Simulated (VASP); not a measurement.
Here is a VASP 6.6.1 calculation.

INCAR

```
SYSTEM = Sb
PREC = Accurate
ENCUT = 520
EDIFF = 1E-6
ISMEAR = -1
SIGMA = 0.1
LREAL = .False.
LASPH = .True.
NELM = 100
ALGO = Normal
ISIF = 2
LWAVE = .False.
LCHARG = .False.
GGA = RE
NBANDS = 8
```

File KPOINTS:

```
regular mesh
0
Gamma
  13 13 13
  0 0 0
```

Contents of POSCAR:

```
Sb
1.0
   -1.8263641351      1.8263641351      1.8263641351
    1.8263641351     -1.8263641351      1.8263641351
    1.8263641351      1.8263641351     -1.8263641351
Sb
1
Direct
    0.0000000000      0.0000000000      0.0000000000
```

Potentials or basis: VASP PAW PBE potentials, release 64 (Sb).

Run with:

```console
$ cat potpaw_PBE.64/Sb/POTCAR > POTCAR
$ mpirun -np 1 vasp_std > vasp.out
```

(1) Predict the pressure.

Answers

(1) 9.2 GPa.

Caveat: the PAW data sets were made with another functional, which shifts forces and pressure a little.
